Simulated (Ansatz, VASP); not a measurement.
Two plane-wave programs on MgO

```
Mg O
1.0
     0.00000    2.07960    2.07960
     2.07960    0.00000    2.07960
     2.07960    2.07960    0.00000
Mg O
1 1
Direct
  0.00000 0.00000 0.00000
  0.50000 0.50000 0.50000
```

Alike in both runs: functional LDA; k mesh 8 × 8 × 8; no spin polarisation.

Ansatz relaxed the structure, and its values are those at the end. VASP's run is a single point on that final structure, the one shown.

|  | VASP | Ansatz |
| --- | --- | --- |
| version | VASP 6.6.1 | Ansatz 0.2.0 |
| potentials or method | VASP PAW LDA potentials, release 64 (Mg, O) | plane waves, PAW |
| plane-wave cutoff (eV) | 520 | 420 |
| occupations | gaussian, width 0.01 eV | fixed |
| valence electrons in the cell | 8 | 16 |

```csv
,VASP,Ansatz,Ansatz less VASP
pressure (GPa),-1.7,0.0,+1.67
```

LDA's correlation is that of Perdew and Zunger in VASP and of Perdew and Wang (1992) in Ansatz. VASP's potentials hold 8 valence electrons a cell and Ansatz's 16, so a difference there can come from the potentials and not from the codes.
